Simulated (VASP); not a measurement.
The system is ScAl.

```
Sc Al
1.0
     3.37035    0.00000    0.00000
     0.00000    3.37035    0.00000
     0.00000    0.00000    3.37035
Sc Al
1 1
Cartesian
  1.6852 1.6852 1.6852
  0.0000 0.0000 0.0000
```

* Program: VASP 6.6.1
* Task: relaxation of cell and atoms
* Functional: PBEsol
* Potentials or basis: VASP PAW PBE potentials, release 64 (Sc_sv, Al)
* Cutoff: 600 eV
* k mesh: 12 × 12 × 12
* Occupations: gaussian, width 0.1 eV
* Spin: no spin polarisation

At the start: pressure -1.7 GPa; volume 19.14 Å³/atom.

Question: How do energy, volume and symmetry change on relaxing?

Answer: Over 3 steps the energy falls by 2.1 meV/atom and the volume is 18.74 Å³/atom (-2.1 %); space group Pm-3m (No. 221, to 0.05 Å).

Step by step:
| step | energy change (eV) | largest force (eV/Å) | pressure (GPa) | volume (Å³) |
| --- | --- | --- | --- | --- |
| 1 | 0.0000 | 0.0000 | -1.65 | 38.28 |
| 2 | -0.0037 | 0.0000 | 0.62 | 37.20 |
| 3 | -0.0042 | 0.0000 | 0.01 | 37.48 |

Final structure:
```
Sc Al
1.0
     3.34653    0.00000    0.00000
     0.00000    3.34653    0.00000
     0.00000    0.00000    3.34653
Sc Al
1 1
Direct
  0.50000 0.50000 0.50000
  0.00000 0.00000 0.00000
```

Caveat: the PAW data sets were made with another functional, which shifts forces and pressure a little.
